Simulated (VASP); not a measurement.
# Al5Ga2N8 (a cell with a defect) in VASP: notebook

Runs on Al5Ga2N8 (a cell with a defect). Level: PBEsol. Tasks: single point.

Everything below comes from runs of VASP 6.6.1. Logs are shortened: lines on timing, memory, paths and dates and some standing lists are left out, and cuts for length are marked.

### Step 1. The cell of the first run

The cell holds a defect, 15 atoms: a = 6.232 Å, b = 6.232 Å, c = 6.232 Å, α = 60.00°, β = 60.00°, γ = 60.00°.

### Step 2. Single point, PBEsol (atoms taken out, then relaxed in part)

INCAR

```
SYSTEM = Al5Ga2N8
ALGO = Normal ; EDIFF = 1E-6
ENCUT = 520 ; GGA = PS
ISIF = 2 ; ISMEAR = 0
LASPH = .TRUE. ; LCHARG = .FALSE.
LREAL = Auto ; LWAVE = .FALSE.
NBANDS = 54 ; NELM = 100
PREC = Accurate ; SIGMA = 0.05
```

KPOINTS

```
k-points
0
G
  4 4 4
  0 0 0
```

POSCAR

```
Al5Ga2N8
1.0
   -4.4069948372      4.4069948372      0.0000000000
    0.0000000000      4.4069948372     -4.4069948372
   -4.4069948372      0.0000000000     -4.4069948372
Al Ga N
5 2 8
Direct
    0.4838160799      0.0003450171      0.0187406608
    0.2871334236      0.4667673128      0.2871334236
    0.0187406608      0.0003450171      0.4838160799
    0.5257582677     -0.0294685303      0.5257582677
   -0.0313019846      0.5102941288     -0.0313019846
    0.5289851413      0.4811875045      0.5289851413
   -0.0289007758      0.0437160937     -0.0289007758
    0.6472232066      0.0996549526      0.6472232066
    0.0773379006      0.6647304783      0.0773379006
    0.6475924005      0.6096151904      0.6475924005
    0.1128910362      0.1416664377      0.1128910362
    0.1444603790      0.6208365402      0.5913865673
    0.5872030547      0.1347366586      0.1576746426
    0.5913865673      0.6208365402      0.1444603790
    0.1576746426      0.1347366586      0.5872030547
```

Potentials or basis: VASP PAW PBE potentials, release 64 (Al, Ga_d, N).

Command:

```bash
$ cat potpaw_PBE.64/Al/POTCAR potpaw_PBE.64/Ga_d/POTCAR potpaw_PBE.64/N/POTCAR > POTCAR
$ mpirun -np 1 vasp_std > vasp.out
```

OUTCAR:

```text
SYSTEM = Al5Ga2N8
   EDIFF = 1E-6
   ENCUT = 520
   GGA = PS
   ISIF = 2
   ISMEAR = 0
   LASPH = .TRUE.
   LREAL = Auto
   NELM = 100
   PREC = Accurate

 ion  position               nearest neighbor table
   1  0.484  0.000  0.019-  11 1.89   8 1.90  13 1.92  14 1.93   3 2.90   6 3.04   7 3.04   4 3.04
                             5 3.06   4 3.21   5 3.21   3 3.33
   2  0.287  0.467  0.287-   9 1.85  14 2.14  12 2.14  13 2.17  15 2.17   4 2.65   6 2.66   5 3.29

   3  0.019  0.000  0.484-  11 1.89   8 1.90  15 1.92  12 1.93   1 2.90   6 3.04   7 3.04   4 3.04
                             5 3.06   4 3.21   5 3.21   1 3.33
   4  0.526  0.971  0.526-  10 1.84   8 1.89  13 1.90  15 1.90   2 2.65   6 3.03   3 3.04   1 3.04
                             1 3.21   3 3.21
   5  0.969  0.510  0.969-  11 1.89   9 1.90  12 1.94  14 1.94   7 2.89   3 3.06   1 3.06   3 3.21
                             1 3.21   2 3.29
   6  0.529  0.481  0.529-  10 1.86   8 1.94  12 1.99  14 1.99   2 2.66   4 3.03   3 3.04   1 3.04

   7  0.971  0.044  0.971-   9 1.94  11 1.95  15 1.98  13 1.98   5 2.89   3 3.04   1 3.04
   8  0.647  0.100  0.647-   4 1.89   3 1.90   1 1.90   6 1.94
   9  0.077  0.665  0.077-   2 1.85   5 1.90   7 1.94
  10  0.648  0.610  0.648-   4 1.84   6 1.86
  11  0.113  0.142  0.113-   5 1.89   1 1.89   3 1.89   7 1.95
  12  0.144  0.621  0.591-   3 1.93   5 1.94   6 1.99   2 2.14
  13  0.587  0.135  0.158-   4 1.90   1 1.92   7 1.98   2 2.17
  14  0.591  0.621  0.144-   1 1.93   5 1.94   6 1.99   2 2.14
  15  0.158  0.135  0.587-   4 1.90   3 1.92   7 1.98   2 2.17

  LATTYP: Found a face centered cubic cell.
 ALAT       =     8.8139896744

  Lattice vectors:

 A1 = (  -4.4069948372,   4.4069948372,   0.0000000000)
 A2 = (   0.0000000000,   4.4069948372,  -4.4069948372)
 A3 = (  -4.4069948372,   0.0000000000,  -4.4069948372)

Analysis of symmetry for initial positions (statically):
=====================================================================
 Subroutine PRICEL returns:
 Original cell was already a primitive cell.

 Routine SETGRP: Setting up the symmetry group for a
 face centered cubic supercell.

 Subroutine GETGRP returns: Found  2 space group operations
 (whereof  2 operations were pure point group operations)
 out of a pool of 48 trial point group operations.

The static configuration has the point symmetry C_1h.

Analysis of symmetry for dynamics (positions and initial velocities):
=====================================================================
 Subroutine PRICEL returns:
 Original cell was already a primitive cell.

 Routine SETGRP: Setting up the symmetry group for a
 face centered cubic supercell.

 Subroutine GETGRP returns: Found  2 space group operations
 (whereof  2 operations were pure point group operations)
 out of a pool of 48 trial point group operations.

The dynamic configuration has the point symmetry C_1h.

 Subroutine INISYM returns: Found  2 space group operations
 (whereof  2 operations are pure point group operations),
 and found     1 'primitive' translations

----------------------------------------------------------------------------------------

                                     Primitive cell

  volume of cell :     171.1818

  direct lattice vectors                    reciprocal lattice vectors
    -4.406994837  4.406994837  0.000000000    -0.113455999  0.113455999  0.113455999
     0.000000000  4.406994837 -4.406994837     0.113455999  0.113455999 -0.113455999
    -4.406994837  0.000000000 -4.406994837    -0.113455999 -0.113455999 -0.113455999

  length of vectors
     6.232431868  6.232431868  6.232431868     0.196511554  0.196511554  0.196511554

  position of ions in fractional coordinates (direct lattice)
     0.483816080  0.000345017  0.018740661
     0.287133424  0.466767313  0.287133424
     0.018740661  0.000345017  0.483816080
     0.525758268  0.970531470  0.525758268
     0.968698015  0.510294129  0.968698015
     0.528985141  0.481187504  0.528985141
     0.971099224  0.043716094  0.971099224
[... 47 lines left out ...]
  volume/ion in A,a.u.               =      11.41        77.01
  Fermi-wavevector in a.u.,A,eV,Ry     =   1.275706  2.410735 22.142476  1.627426
  Thomas-Fermi vector in A             =   2.408403
   LORBIT       =      0    0 simple, 1 ext, 2 COOP (PROOUT), +10 PAW based schemes
   GGA     = PS    functional components
   LHFCALC =     F    Hartree Fock is set to
   AEXX    =    0.0000 exact exchange contribution
   IVDW    =     0    specifies the selected vdW correction
   LEPSILON=     F    determine dielectric tensor
   LRPA    =     F    only Hartree local field effects (RPA)
 non-spin polarized calculation
 Gauss-broadening in eV      SIGMA  =   0.05
  energy-cutoff  :      520.00
  volume of cell :      171.18
 maximum number of plane-waves:      4645
 NGX is ok and might be reduce to    48
   NGX = 23   NGY = 23   NGZ = 23

 number of electron      80.9999999 magnetization

 Free energy of the ion-electron system (eV)
  ---------------------------------------------------
  ext. energy  EPLUGINS =         0.00000000
  ---------------------------------------------------
  free energy    TOTEN  =      -104.07624579 eV

  energy without entropy =     -104.06133703  energy(sigma->0) =     -104.06879141

 E-fermi :   4.8082     XC(G=0): -11.0222

 val. band max:        4.8045610754   @ k =   0.2500   0.0000   0.0000
 cond. band min:       4.8083815423   @ k =   0.2500   0.0000   0.5000
 fundamental gap:      0.0038204669
 Fermi energy:         4.8081890386

 k-point     1 :       0.0000    0.0000    0.0000
  band No.  band energies     occupation
      1     -10.4329      2.00000
      2      -9.2765      2.00000
      3      -9.2571      2.00000
      4      -9.0385      2.00000
      5      -8.9849      2.00000
      6      -8.9464      2.00000
[... 1309 lines left out ...]
     51      12.8357      0.00000
     52      13.0404      0.00000
 [bands above 52 left out]

------------------------ aborting loop because EDIFF is reached ----------------------------------------

  FORCE on cell =-STRESS in cart. coord.  units (eV):
  Direction    XX          YY          ZZ          XY          YZ          ZX
  --------------------------------------------------------------------------------------
  -------------------------------------------------------------------------------------
  Total       -3.5404016     -8.0557132     -8.0557132      0.9097002     -3.1669454     -0.9097005
  in kB      -33.1364130    -75.3975021    -75.3975021      8.5143452    -29.6410470     -8.5143482
  external PRESSURE =     -61.3104724 kB  Pullay stress =       0.0000000 kB

 VOLUME and BASIS-vectors are now :
 -----------------------------------------------------------------------------
  energy-cutoff  :      520.00
  volume of cell :      171.18
      direct lattice vectors                 reciprocal lattice vectors
    -4.406994837  4.406994837  0.000000000    -0.113455999  0.113455999  0.113455999
     0.000000000  4.406994837 -4.406994837     0.113455999  0.113455999 -0.113455999
    -4.406994837  0.000000000 -4.406994837    -0.113455999 -0.113455999 -0.113455999

 POSITION                                       TOTAL-FORCE (eV/Angst)
 -----------------------------------------------------------------------------------
     -2.21476      2.13370     -0.08411         0.002068     -0.001537      0.006529
     -2.53079      3.32244     -3.32244        -0.023671      0.001252     -0.001252
     -2.21476      0.08411     -2.13370         0.002068     -0.006529      0.001537
     -4.63403      6.59414     -6.59414         0.000505      0.007627     -0.007627
     -8.53809      6.51791     -6.51791         0.019352     -0.000027      0.000027
     -4.66247      4.45183     -4.45183        -0.026993      0.005859     -0.005859
     -8.55926      4.47229     -4.47229        -0.000199      0.000326     -0.000326
     -5.70462      3.29149     -3.29149         0.011917      0.008623     -0.008623
     -0.68166      3.27029     -3.27029         0.012592      0.008456     -0.008456
     -5.70787      5.54051     -5.54051         0.018255     -0.020831      0.020831
     -0.99502      1.12183     -1.12183         0.002577     -0.002184      0.002184
     -3.24287      3.37266     -5.34226        -0.005844      0.000043     -0.002073
     -3.28267      3.18158     -1.28866        -0.003392     -0.000600      0.002550
     -3.24287      5.34226     -3.37266        -0.005844      0.002073     -0.000043
     -3.28267      1.28866     -3.18158        -0.003392     -0.002550      0.000600
 -----------------------------------------------------------------------------------
    total drift:                                0.001488     -0.005603      0.005604

  FREE ENERGIE OF THE ION-ELECTRON SYSTEM (eV)
  ---------------------------------------------------
  free  energy   TOTEN  =      -104.0762457929 eV

  energy  without entropy=     -104.0613370266  energy(sigma->0) =     -104.06879141
```

Wall time 12 min (1 thread of AMD EPYC 9R45 (Zen 5), shared host); peak memory 0.35 GiB.

What came out:

```
Free energy            : -104.0762 eV
Pressure               : -6.1 GPa
Largest force          : 0.035 eV/Å
Band gap on the k mesh : zero (an odd number of electrons rules out a gap without spin polarisation)
```

Forces on the atoms (eV/Å):
```
Al   0.002 -0.002  0.007
Al  -0.024  0.001 -0.001
Al   0.002 -0.007  0.002
Al   0.001  0.008 -0.008
Al   0.019  0.000  0.000
Ga  -0.027  0.006 -0.006
Ga   0.000  0.000  0.000
N    0.012  0.009 -0.009
N    0.013  0.008 -0.008
N    0.018 -0.021  0.021
N    0.003 -0.002  0.002
N   -0.006  0.000 -0.002
N   -0.003 -0.001  0.003
N   -0.006  0.002  0.000
N   -0.003 -0.003  0.001
```

Levels at points of the mesh, in eV from the Fermi level:
| k point | band 37 | band 38 | band 39 | band 40 | band 41 | band 42 | band 43 | band 44 | band 45 | band 46 |
| --- | --- | --- | --- | --- | --- | --- | --- | --- | --- | --- |
| (0.00, 0.00, 0.00) | -0.48 | -0.03 | 0.08 | 0.18 | 0.23 | 0.63 | 3.06 | 3.71 | 4.01 | 4.24 |
| (0.50, 0.00, 0.00) | -1.03 | -0.87 | -0.28 | -0.10 | 0.08 | 0.29 | 4.95 | 5.48 | 5.52 | 5.89 |
| (0.00, 0.50, 0.00) | -1.09 | -0.62 | -0.39 | 0.00 | 0.01 | 0.53 | 4.71 | 5.17 | 5.58 | 5.74 |
| (0.50, 0.50, 0.50) | -0.89 | -0.61 | -0.45 | -0.15 | -0.13 | 0.53 | 4.70 | 5.04 | 5.67 | 5.71 |
| (0.50, 0.50, 0.00) | -1.00 | -0.91 | -0.57 | -0.10 | -0.05 | 0.14 | 5.34 | 5.64 | 6.25 | 6.35 |
| (0.50, 0.00, 0.50) | -0.93 | -0.89 | -0.74 | -0.67 | -0.02 | 0.39 | 4.99 | 5.67 | 6.05 | 6.47 |

Caveat: the cell differs from its parent crystal (atoms taken out, then relaxed in part); the PAW data sets were made with another functional, which shifts forces and pressure a little.

### Step 3. Single point, PBEsol

INCAR

```
SYSTEM = Al5Ga2N8
ALGO     = Normal         ! electronic algorithm
EDIFF    = 1E-6           ! SCF threshold, eV
ENCUT    = 520            ! plane-wave cutoff, eV
GGA      = PS             ! functional
ISIF     = 2              ! what is computed and relaxed
ISMEAR   = 0              ! smearing method
LASPH    = .True.         ! aspherical terms in the spheres
LCHARG   = .True.         ! write CHGCAR
LELF     = .True.         ! ELF
LREAL    = Auto         
LVHAR    = .True.       
LWAVE    = .False.        ! write WAVECAR
NBANDS   = 54             ! bands
NELM     = 80             ! most SCF steps
PREC     = Accurate       ! precision mode
SIGMA    = 0.05           ! smearing width, eV
```

KPOINTS

```
k-points
0
Gamma
  4 4 4
  0 0 0
```

POSCAR

```
Al5Ga2N8
1.0
   -4.4069948372      4.4069948372      0.0000000000
    0.0000000000      4.4069948372     -4.4069948372
   -4.4069948372      0.0000000000     -4.4069948372
Al Ga N
5 2 8
Direct
    0.4965752672      0.0034247328     -0.0034247328
    0.2568494495      0.4931505505      0.2568494495
   -0.0034247167      0.0034247167      0.4965752833
    0.4999999839      0.0068494495      0.5000000161
    0.0000000161      0.4931505505     -0.0000000161
    0.4999999683      0.5029373683      0.5000000317
    0.0000000317     -0.0029373683     -0.0000000317
    0.6261377544      0.1230480885      0.6261377338
    0.1175424913      0.6215405352      0.1175425586
    0.6175425586      0.6433744148      0.6175424913
    0.1261377338      0.1246764233      0.1261377544
    0.1222942775      0.6354867470      0.6340254159
    0.6222943462      0.1081934988      0.1340254223
    0.6340254223      0.6354867327      0.1222943462
    0.1340254159      0.1081935597      0.6222942775
```

Potentials or basis: VASP PAW PBE potentials, release 64 (Al, Ga_d, N).

Command:

```bash
$ cat potpaw_PBE.64/Al/POTCAR potpaw_PBE.64/Ga_d/POTCAR potpaw_PBE.64/N/POTCAR > POTCAR
$ mpirun -np 1 vasp_std > vasp.out
```

Run time: 8.8 min. Hardware: 1 thread of AMD EPYC 9R45 (Zen 5), shared host; peak memory 0.34 GiB.

The run converged. Its results:

- Free energy: -93.5195 eV
- Pressure: 19.0 GPa
- Largest force: 51.126 eV/Å
- Band gap on the k mesh: zero (an odd number of electrons rules out a gap without spin polarisation)

Forces on the atoms (eV/Å):
```
Al   -0.010   0.006  -0.006
Al  -51.063   1.801  -1.801
Al   -0.010   0.006  -0.006
Al   -1.053  -0.272   0.272
Al    0.734  -0.061   0.061
Ga   -1.129   0.445  -0.445
Ga    0.907   0.188  -0.188
N     0.053  -0.019   0.019
N    50.140  -1.743   1.743
N     0.076  -0.219   0.219
N    -0.165  -0.024   0.024
N     0.544   0.217   1.332
N     0.215  -0.221  -1.227
N     0.544  -1.332  -0.217
N     0.215   1.227   0.221
```

Stress tensor (GPa, compression positive):
```
62.65 -1.65  1.65
-1.65 -2.75 -2.44
 1.65 -2.44 -2.75
```

Levels at points of the mesh, in eV from the Fermi level:
```tsv
k point	band 36	band 37	band 38	band 39	band 40	band 41	band 42	band 43	band 44	band 45
(0.00, 0.00, 0.00)	-0.82	-0.69	-0.45	0.07	0.17	0.28	0.35	1.86	3.50	4.08
(0.50, 0.00, 0.00)	-1.41	-1.27	-0.95	-0.42	-0.02	0.08	0.24	3.28	5.01	5.73
(0.00, 0.50, 0.00)	-1.28	-1.16	-0.82	-0.75	-0.37	0.19	0.24	3.39	5.12	5.39
(0.50, 0.50, 0.50)	-1.31	-1.26	-0.77	-0.76	-0.54	0.07	0.22	3.31	4.78	5.57
(0.50, 0.50, 0.00)	-1.46	-1.31	-1.19	-0.59	-0.52	0.02	0.11	3.85	5.85	6.09
(0.50, 0.00, 0.50)	-1.36	-1.28	-1.23	-1.06	-0.29	-0.12	0.23	3.44	5.53	6.44
```

Caveat: atoms lie so close that the PAW spheres overlap strongly, which falsifies energies and pressures; the PAW data sets were made with another functional, which shifts forces and pressure a little.

### Step 4. Single point, PBEsol

INCAR

```
PREC = Accurate ; ENCUT = 520
EDIFF = 1E-7 ; ISMEAR = 0
SIGMA = 0.05 ; LREAL = Auto
LASPH = True ; NELM = 100
ALGO = Normal ; ISIF = 2
LWAVE = False ; LCHARG = False
GGA = PS ; NBANDS = 54
```

KPOINTS

```
Automatic mesh
0
Gamma
  4 4 4
```

POSCAR

```
Al5Ga2N8
1.0
   -4.4069948372      4.4069948372      0.0000000000
    0.0000000000      4.4069948372     -4.4069948372
   -4.4069948372      0.0000000000     -4.4069948372
Al Ga N
5 2 8
Direct
    0.4831554333      0.0000827094      0.0197920586
    0.2836319411      0.4688785842      0.2836321680
    0.0197920586      0.0000829363      0.4831552064
    0.5251914480     -0.0272498617      0.5251914480
   -0.0299259484      0.5109197045     -0.0299261753
    0.5282540793      0.4788217545      0.5282540793
   -0.0286787266      0.0434366291     -0.0286789535
    0.6487057747      0.0971786934      0.6487057747
    0.0846934280      0.6588942368      0.0846929742
    0.6443879798      0.6111308498      0.6443888874
    0.1131239129      0.1415827617      0.1131239129
    0.1449394709      0.6192343311      0.5902583498
    0.5855832819      0.1388861396      0.1568875221
    0.5902584632      0.6192342176      0.1449395844
    0.1568874087      0.1388862530      0.5855831684
```

Command:

```bash
$ cat potpaw_PBE.64/Al/POTCAR potpaw_PBE.64/Ga_d/POTCAR potpaw_PBE.64/N/POTCAR > POTCAR
$ mpirun -np 1 vasp_std > vasp.out
```

Run time: 7.6 min. Hardware: 1 thread of AMD EPYC 9R45 (Zen 5), shared host; peak memory 0.36 GiB.

Results (log left out):

```yaml
Free_energy: -103.9749 eV
Pressure: -5.7 GPa
Largest_force: 2.226 eV/Å
Band_gap_on_the_k_mesh: zero (an odd number of electrons rules out a gap without spin polarisation)
```

Forces on the atoms (eV/Å):
```
Al  -0.047  0.038  0.048
Al  -1.781  0.070 -0.070
Al  -0.047 -0.048 -0.038
Al   0.002 -0.033  0.033
Al  -0.069  0.086 -0.086
Ga  -0.003 -0.009  0.009
Ga  -0.085 -0.078  0.078
N    0.038  0.023 -0.023
N    2.223 -0.075  0.075
N    0.028  0.042 -0.042
N    0.051  0.018 -0.018
N   -0.071 -0.002 -0.259
N   -0.084 -0.055  0.236
N   -0.071  0.259  0.002
N   -0.084 -0.236  0.055
```

Stress tensor (GPa, compression positive):
```
-0.64  0.66 -0.66
 0.66 -8.24 -2.60
-0.66 -2.60 -8.24
```

Levels at points of the mesh, in eV from the Fermi level:
```
           k point  band 38  band 39  band 40  band 41  band 42  band 43  band 44  band 45
(0.00, 0.00, 0.00)     0.00     0.09     0.18     0.22     0.65     3.04     3.72     3.99
(0.50, 0.00, 0.00)    -0.90    -0.25    -0.11     0.08     0.29     4.97     5.47     5.55
(0.00, 0.50, 0.00)    -0.62    -0.37    -0.02     0.01     0.54     4.65     5.17     5.61
(0.50, 0.50, 0.50)    -0.60    -0.41    -0.17    -0.12     0.52     4.66     4.98     5.68
(0.50, 0.50, 0.00)    -0.89    -0.62    -0.09    -0.04     0.13     5.35     5.67     6.26
(0.50, 0.00, 0.50)    -0.87    -0.72    -0.67     0.01     0.38     4.88     5.66     6.09
```

Caveat: the PAW data sets were made with another functional, which shifts forces and pressure a little.

### Step 5. Summary

```csv
cell,gap on the mesh (eV),pressure (GPa),largest force (eV/Å)
"as given, atomic positions A",none,-6.1,0.03
"as given, atomic positions B",none,19.0,51.13
"as given, atomic positions C",none,-5.7,2.23
```

Alike in all rows: task single point; level PBEsol; potentials or basis VASP PAW PBE potentials, release 64 (Al, Ga_d, N); no spin polarisation; k mesh 4 × 4 × 4; cutoff (eV) 520; smearing gaussian 0.05 eV.

Caveats: the PAW data sets were made with another functional, which shifts forces and pressure a little; atoms lie so close that the PAW spheres overlap strongly, which falsifies energies and pressures (at least some runs).

Absolute energies hang on the potentials; compare differences alone.
